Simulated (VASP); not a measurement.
# Be (P4_2/mnm) in VASP: further runs

The runs below take Be through electric field gradients, with PBEsol.

All numbers are computed with VASP 6.6.1; they aren't measurements. Logs are shortened: lines on timing, memory, paths and dates and some standing lists are left out, and cuts for length are marked.

## 1. The cell of the first run

Symmetry: P4_2/mnm, No. 136, tetragonal system. The conventional cell has a = 3.696 Å, b = 3.696 Å, c = 2.250 Å, α = 90.00°, β = 90.00°, γ = 90.00°. Within 2.8 Å of Be (site symmetry m2m) lie 13 Be at 2.12 to 2.66 Å.

## 2. Electric field gradients, PBEsol (volume scaled by 0.96)

File INCAR:

```
SYSTEM = Be
  PREC = Accurate
  ENCUT = 520
  EDIFF = 1E-8
  ISMEAR = -1
  SIGMA = 0.05
  LREAL = .False.
  LASPH = .True.
  NELM = 100
  ALGO = Normal
  ISIF = 2
  LWAVE = .False.
  LCHARG = .False.
  GGA = PS
  LEFG = .True.
  NBANDS = 12
```

File KPOINTS:

```
Automatic mesh
0
Gamma
  9 9 14
  0 0 0
```

File POSCAR:

```
Be
1.0
    3.6961751708      0.0000000000      0.0000000000
    0.0000000000      3.6961751708      0.0000000000
    0.0000000000      0.0000000000      2.2504481124
Be
4
Direct
    0.2974080000      0.2974080000      0.0000000000
    0.7025920000      0.7025920000      0.0000000000
    0.2025920000      0.7974080000      0.5000000000
    0.7974080000      0.2025920000      0.5000000000
```

Potentials or basis: VASP PAW PBE potentials, release 64 (Be).

Started as:

```sh
> cat potpaw_PBE.64/Be/POTCAR > POTCAR
> mpirun -np 1 vasp_std > vasp.out
```

OUTCAR:

```text
SYSTEM = Be
   PREC = Accurate
   ENCUT = 520
   EDIFF = 1E-8
   ISMEAR = -1
   LREAL = .False.
   LASPH = .True.
   NELM = 100
   ISIF = 2
   GGA = PS

 ion  position               nearest neighbor table
   1  0.297  0.297  0.000-   2 2.12   3 2.19   4 2.19   3 2.19   4 2.19   3 2.19   3 2.19   4 2.19
                             4 2.19
   2  0.703  0.703  0.000-   1 2.12   3 2.19   4 2.19   3 2.19   4 2.19   4 2.19   4 2.19   3 2.19
                             3 2.19
   3  0.203  0.797  0.500-   4 2.12   2 2.19   1 2.19   1 2.19   2 2.19   1 2.19   1 2.19   2 2.19
                             2 2.19
   4  0.797  0.203  0.500-   3 2.12   2 2.19   1 2.19   1 2.19   2 2.19   2 2.19   2 2.19   1 2.19
                             1 2.19

  LATTYP: Found a simple tetragonal cell.
 ALAT       =     3.6961751708
 C/A-ratio  =     0.6088586196

  Lattice vectors:

 A1 = (   3.6961751708,   0.0000000000,   0.0000000000)
 A2 = (   0.0000000000,   3.6961751708,   0.0000000000)
 A3 = (   0.0000000000,   0.0000000000,   2.2504481124)

Analysis of symmetry for initial positions (statically):
=====================================================================
 Subroutine PRICEL returns:
 Original cell was already a primitive cell.

 Routine SETGRP: Setting up the symmetry group for a
 simple tetragonal supercell.

 Subroutine GETGRP returns: Found 16 space group operations
 (whereof  8 operations were pure point group operations)
 out of a pool of 16 trial point group operations.

The static configuration has the point symmetry D_2h.
 The point group associated with its full space group is D_4h.

Analysis of symmetry for dynamics (positions and initial velocities):
=====================================================================
 Subroutine PRICEL returns:
 Original cell was already a primitive cell.

 Routine SETGRP: Setting up the symmetry group for a
 simple tetragonal supercell.

 Subroutine GETGRP returns: Found 16 space group operations
 (whereof  8 operations were pure point group operations)
 out of a pool of 16 trial point group operations.

The dynamic configuration has the point symmetry D_2h.
 The point group associated with its full space group is D_4h.

 Subroutine INISYM returns: Found 16 space group operations
 (whereof  8 operations are pure point group operations),
 and found     1 'primitive' translations

----------------------------------------------------------------------------------------

                                     Primitive cell

  volume of cell :      30.7450

  direct lattice vectors                    reciprocal lattice vectors
     3.696175171  0.000000000  0.000000000     0.270549948  0.000000000  0.000000000
     0.000000000  3.696175171  0.000000000     0.000000000  0.270549948  0.000000000
     0.000000000  0.000000000  2.250448112     0.000000000  0.000000000  0.444355946

  length of vectors
     3.696175171  3.696175171  2.250448112     0.270549948  0.270549948  0.444355946

  position of ions in fractional coordinates (direct lattice)
     0.297408000  0.297408000  0.000000000
     0.702592000  0.702592000  0.000000000
     0.202592000  0.797408000  0.500000000
     0.797408000  0.202592000  0.500000000

  ion indices of the primitive-cell ions
   primitive index   ion index
                 1           1
                 2           2
                 3           3
                 4           4

----------------------------------------------------------------------------------------

 KPOINTS: Automatic mesh

Automatic generation of k-mesh.
 Grid dimensions read from file:
 generate k-points for:    9    9   14

 Generating k-lattice:

  Cartesian coordinates                     Fractional coordinates (reciprocal lattice)
[... 53 lines left out ...]
   ICHARG =      2    charge: 1-file 2-atom 10-const
   ISPIN  =      1    spin polarized calculation?
   LNONCOLLINEAR =      F non collinear calculations
   LSORBIT =      F    spin-orbit coupling
   LASPH  =      T    aspherical Exc in radial PAW
   ENCUT  =  520.0 eV  38.22 Ry    6.18 a.u.   6.87  6.87  4.18*2*pi/ulx,y,z
   NELM   =    100;   NELMIN=  2; NELMDL= -5     # of ELM steps
   EDIFF  = 0.1E-07   stopping-criterion for ELM
   LREAL  =      F    real-space projection
   EDIFFG = 0.1E-06   stopping-criterion for IOM
   NSW    =      0    number of steps for IOM
   IBRION =     -1    ionic relax: 0-MD 1-quasi-New 2-CG
   NFREE  =      0    steps in history (QN), initial steepest desc. (CG)
   ISIF   =      2    stress and relaxation
   ISYM   =      2    0-nonsym 1-usesym 2-fastsym
   POTIM  = 0.5000    time-step for ionic-motion
   TEBEG  =    0.0;   TEEND  =   0.0 temperature during run
   PSTRESS=    0.0 pullay stress
   NELECT =       8.0000    total number of electrons
   NUPDOWN=      -1.0000    fix difference up-down
   EMIN   =  10.00;   EMAX   =-10.00  energy-range for DOS
   EFERMI =   0.00;   METHOD = LEGACY
   ISMEAR =    -1;   SIGMA  =   0.05  broadening in eV -4-tet -1-fermi 0-gaus
   EFERMI_NEDOS =   21; number of points for ismear=-14 and -15
   IALGO  =     38    algorithm
   IMIX   =      4    mixing-type and parameters
     AMIX     =   0.40;   BMIX     =  1.00
     AMIX_MAG =   1.60;   BMIX_MAG =  1.00
  volume/ion in A,a.u.               =       7.69        51.87
  Fermi-wavevector in a.u.,A,eV,Ry     =   1.045154  1.975054 14.862271  1.092346
  Thomas-Fermi vector in A             =   2.179937
   LORBIT       =      0    0 simple, 1 ext, 2 COOP (PROOUT), +10 PAW based schemes
   GGA     = PS    functional components
   LHFCALC =     F    Hartree Fock is set to
   AEXX    =    0.0000 exact exchange contribution
   IVDW    =     0    specifies the selected vdW correction
   LEPSILON=     F    determine dielectric tensor
   LRPA    =     F    only Hartree local field effects (RPA)
 non-spin polarized calculation
  energy-cutoff  :      520.00
  volume of cell :       30.74
 maximum number of plane-waves:       848
 NGX is ok and might be reduce to    28
   NGX = 13   NGY = 13   NGZ =  9

 number of electron       8.0000000 magnetization

 Free energy of the ion-electron system (eV)
  ---------------------------------------------------
  ext. energy  EPLUGINS =         0.00000000
  ---------------------------------------------------
  free energy    TOTEN  =       -15.76093648 eV

  energy without entropy =      -15.75664048  energy(sigma->0) =      -15.75878848

 E-fermi :   7.1145     XC(G=0): -10.6993

 val. band max:        7.1038074335   @ k =   0.0000   0.0000   0.2857
 cond. band min:       7.1192174748   @ k =   0.2222   0.0000   0.2857
 fundamental gap:      0.0154100413
 Fermi energy:         7.1145157717

 k-point     1 :       0.0000    0.0000    0.0000
  band No.  band energies     occupation
      1      -4.2492      2.00000
      2       1.9898      2.00000
      3       2.5522      2.00000
      4       6.1560      2.00000
      5       6.1560      2.00000
      6      12.1402      0.00000
      7      12.1402      0.00000
      8      14.6666      0.00000
      9      16.6103      0.00000
     10      18.0080      0.00000
     11      23.7363      0.00000
     12      23.7363      0.00000
[... 331 lines left out ...]
 k-point    24 :       0.4444    0.1111    0.0714
  band No.  band energies     occupation
      1      -2.4613      2.00000
      2      -1.5788      2.00000
      3       3.4499      2.00000
      4       4.3163      2.00000
      5       9.3481      0.00000
      6       9.8002      0.00000
      7      15.2753      0.00000
      8      17.5870      0.00000
      9      17.8321      0.00000
     10      18.7561      0.00000
     11      22.5342      0.00000
     12      23.8094      0.00000

 [... further k-points ...]
[... 5 lines left out ...]
  --------------------------------------------------------------------------------------
  -------------------------------------------------------------------------------------
  Total        0.8890591      0.8890591      0.7588141     -0.0000000      0.0000000      0.0000000
  in kB       46.3305137     46.3305137     39.5432088     -0.0000000      0.0000000      0.0000000
  external PRESSURE =      44.0680787 kB  Pullay stress =       0.0000000 kB

 VOLUME and BASIS-vectors are now :
 -----------------------------------------------------------------------------
  energy-cutoff  :      520.00
  volume of cell :       30.74
      direct lattice vectors                 reciprocal lattice vectors
     3.696175171  0.000000000  0.000000000     0.270549948  0.000000000  0.000000000
     0.000000000  3.696175171  0.000000000     0.000000000  0.270549948  0.000000000
     0.000000000  0.000000000  2.250448112     0.000000000  0.000000000  0.444355946

 POSITION                                       TOTAL-FORCE (eV/Angst)
 -----------------------------------------------------------------------------------
      1.09927      1.09927      0.00000        -0.019825     -0.019825     -0.000000
      2.59690      2.59690      0.00000         0.019825      0.019825      0.000000
      0.74882      2.94736      1.12522         0.019825     -0.019825     -0.000000
      2.94736      0.74882      1.12522        -0.019825      0.019825      0.000000
 -----------------------------------------------------------------------------------
    total drift:                                0.000000      0.000000     -0.000000

  FREE ENERGIE OF THE ION-ELECTRON SYSTEM (eV)
  ---------------------------------------------------
  free  energy   TOTEN  =       -15.7609364754 eV

  energy  without entropy=      -15.7566404758  energy(sigma->0) =      -15.75878848

 Electric field gradients (V/A^2)
---------------------------------------------------------------------
 ion       V_xx      V_yy      V_zz      V_xy      V_xz      V_yz
---------------------------------------------------------------------
   1       0.267     0.267    -0.534    -1.491    -0.000     0.000
   2       0.267     0.267    -0.534    -1.491    -0.000     0.000
   3       0.267     0.267    -0.534     1.491     0.000     0.000
   4       0.267     0.267    -0.534     1.491     0.000    -0.000
---------------------------------------------------------------------

 Electric field gradients after diagonalization (V/A^2)
 (convention: |V_zz| > |V_xx| > |V_yy|)
----------------------------------------------------------------------
 ion       V_xx      V_yy      V_zz     asymmetry (V_yy - V_xx)/ V_zz
----------------------------------------------------------------------
   1      -1.225    -0.534     1.758       0.393
   2      -1.225    -0.534     1.758       0.393
   3      -1.225    -0.534     1.758       0.393
   4      -1.225    -0.534     1.758       0.393
----------------------------------------------------------------------

           NMR quadrupolar parameters

 Cq : quadrupolar parameter    Cq=e*Q*V_zz/h
 eta: asymmetry parameters     (V_yy - V_xx)/ V_zz
 Q  : nuclear electric quadrupole moment in mb (millibarn)
----------------------------------------------------------------------
 ion       Cq(MHz)       eta       Q (mb)
----------------------------------------------------------------------
   1       0.004       0.393       1.000
   2       0.004       0.393       1.000
   3       0.004       0.393       1.000
   4       0.004       0.393       1.000
----------------------------------------------------------------------
```

Run time: 23 s. Hardware: 1 thread of Intel Xeon Platinum 8259CL at 2.50GHz (Skylake/Cascade Lake), shared host; peak memory 0.15 GiB.

What came out:

```yaml
Free_energy: -15.7609 eV
Pressure: 4.4 GPa
Largest_force: 0.028 eV/Å
Band_gap_on_the_k_mesh: zero (band 4 reaches 8.14 eV, above the bottom of band 5 at 6.16 eV)
```

Forces in eV/Å, atoms in the order of the input:
```
Be  -0.020 -0.020  0.000
Be   0.020  0.020  0.000
Be   0.020 -0.020  0.000
Be  -0.020  0.020  0.000
```

Electric field gradients, principal values (V/Å²):
| atom | least | middle | greatest (by size) |
| --- | --- | --- | --- |
| 1 Be | -0.534 | -1.225 | 1.758 |
| 2 Be | -0.534 | -1.225 | 1.758 |
| 3 Be | -0.534 | -1.225 | 1.758 |
| 4 Be | -0.534 | -1.225 | 1.758 |

Caveat: without QUAD_EFG the Cq values of the log hold for a quadrupole moment of 1 mb, not for the nuclei; the PAW data sets were made with another functional, which shifts forces and pressure a little.

## 3. Electric field gradients, PBEsol (volume scaled by 0.99)

File INCAR:

```
PREC = Accurate
ENCUT = 520
EDIFF = 1E-8
ISMEAR = -1
SIGMA = 0.05
LREAL = F
LASPH = T
NELM = 60
ALGO = Normal
ISIF = 2
LWAVE = F
LCHARG = F
GGA = PS
LEFG = T
NBANDS = 12
```

File KPOINTS:

```
regular mesh
0
Gamma
  9 9 14
```

File POSCAR:

```
Be
1.0
    3.7342827559      0.0000000000      0.0000000000
    0.0000000000      3.7342827559      0.0000000000
    0.0000000000      0.0000000000      2.2736502440
Be
4
Direct
    0.2974080000      0.2974080000      0.0000000000
    0.7025920000      0.7025920000      0.0000000000
    0.2025920000      0.7974080000      0.5000000000
    0.7974080000      0.2025920000      0.5000000000
```

Potentials or basis: VASP PAW PBE potentials, release 64 (Be).

Started as:

```sh
> cat potpaw_PBE.64/Be/POTCAR > POTCAR
> mpirun -np 1 vasp_std > vasp.out
```

OUTCAR:

```text
PREC = Accurate
   ENCUT = 520
   EDIFF = 1E-8
   ISMEAR = -1
   LREAL = F
   LASPH = T
   NELM = 60
   ISIF = 2
   GGA = PS

 ion  position               nearest neighbor table
   1  0.297  0.297  0.000-   2 2.14   3 2.21   4 2.21   3 2.21   4 2.21   3 2.21   3 2.21   4 2.21
                             4 2.21
   2  0.703  0.703  0.000-   1 2.14   3 2.21   4 2.21   3 2.21   4 2.21   4 2.21   4 2.21   3 2.21
                             3 2.21
   3  0.203  0.797  0.500-   4 2.14   2 2.21   1 2.21   1 2.21   2 2.21   1 2.21   1 2.21   2 2.21
                             2 2.21
   4  0.797  0.203  0.500-   3 2.14   2 2.21   1 2.21   1 2.21   2 2.21   2 2.21   2 2.21   1 2.21
                             1 2.21

  LATTYP: Found a simple tetragonal cell.
 ALAT       =     3.7342827559
 C/A-ratio  =     0.6088586196

  Lattice vectors:

 A1 = (   3.7342827559,   0.0000000000,   0.0000000000)
 A2 = (   0.0000000000,   3.7342827559,   0.0000000000)
 A3 = (   0.0000000000,   0.0000000000,   2.2736502440)

Analysis of symmetry for initial positions (statically):
[... 569 lines left out ...]
      1.11061      1.11061      0.00000        -0.006705     -0.006705      0.000000
      2.62368      2.62368      0.00000         0.006705      0.006705      0.000000
      0.75654      2.97775      1.13683         0.006705     -0.006705      0.000000
      2.97775      0.75654      1.13683        -0.006705      0.006705      0.000000
 -----------------------------------------------------------------------------------
    total drift:                                0.000000      0.000000     -0.000000

  FREE ENERGIE OF THE ION-ELECTRON SYSTEM (eV)
  ---------------------------------------------------
  free  energy   TOTEN  =       -15.7752640339 eV

  energy  without entropy=      -15.7706981556  energy(sigma->0) =      -15.77298109

 Electric field gradients (V/A^2)
---------------------------------------------------------------------
 ion       V_xx      V_yy      V_zz      V_xy      V_xz      V_yz
---------------------------------------------------------------------
   1       0.257     0.257    -0.515    -1.475    -0.000     0.000
   2       0.257     0.257    -0.515    -1.475    -0.000    -0.000
   3       0.257     0.257    -0.515     1.475     0.000    -0.000
   4       0.257     0.257    -0.515     1.475     0.000    -0.000
---------------------------------------------------------------------

 Electric field gradients after diagonalization (V/A^2)
 (convention: |V_zz| > |V_xx| > |V_yy|)
----------------------------------------------------------------------
 ion       V_xx      V_yy      V_zz     asymmetry (V_yy - V_xx)/ V_zz
----------------------------------------------------------------------
   1      -1.218    -0.515     1.733       0.406
   2      -1.218    -0.515     1.733       0.406
   3      -1.218    -0.515     1.733       0.406
   4      -1.218    -0.515     1.733       0.406
----------------------------------------------------------------------

           NMR quadrupolar parameters

 Cq : quadrupolar parameter    Cq=e*Q*V_zz/h
 eta: asymmetry parameters     (V_yy - V_xx)/ V_zz
 Q  : nuclear electric quadrupole moment in mb (millibarn)
----------------------------------------------------------------------
 ion       Cq(MHz)       eta       Q (mb)
----------------------------------------------------------------------
   1       0.004       0.406       1.000
   2       0.004       0.406       1.000
   3       0.004       0.406       1.000
   4       0.004       0.406       1.000
----------------------------------------------------------------------
```

Wall time 23 s (1 thread of Intel Xeon Platinum 8259CL at 2.50GHz (Skylake/Cascade Lake), shared host); peak memory 0.15 GiB.

What came out:

```yaml
Free_energy: -15.7753 eV
Pressure: 0.5 GPa
Largest_force: 0.009 eV/Å
Band_gap_on_the_k_mesh: zero (band 4 reaches 7.88 eV, above the bottom of band 5 at 5.87 eV)
```

Forces in eV/Å, atoms in the order of the input:
```
Be  -0.007 -0.007  0.000
Be   0.007  0.007  0.000
Be   0.007 -0.007  0.000
Be  -0.007  0.007  0.000
```

Levels at points of the mesh, in eV from the Fermi level:
```tsv
k point	band 1	band 2	band 3	band 4	band 5	band 6	band 7	band 8
(0.00, 0.00, 0.00)	-11.19	-5.00	-4.44	-0.99	-0.99	4.89	4.89	7.43
(0.00, 0.00, 0.50)	-5.83	-5.83	1.02	1.02	1.84	1.84	2.62	2.62
```

Electric field gradients, principal values (V/Å²):
| atom | least | middle | greatest (by size) |
| --- | --- | --- | --- |
| 1 Be | -0.515 | -1.218 | 1.733 |
| 2 Be | -0.515 | -1.218 | 1.733 |
| 3 Be | -0.515 | -1.218 | 1.733 |
| 4 Be | -0.515 | -1.218 | 1.733 |

Caveat: without QUAD_EFG the Cq values of the log hold for a quadrupole moment of 1 mb, not for the nuclei; the PAW data sets were made with another functional, which shifts forces and pressure a little.

(Continued in part 2 of 3.)
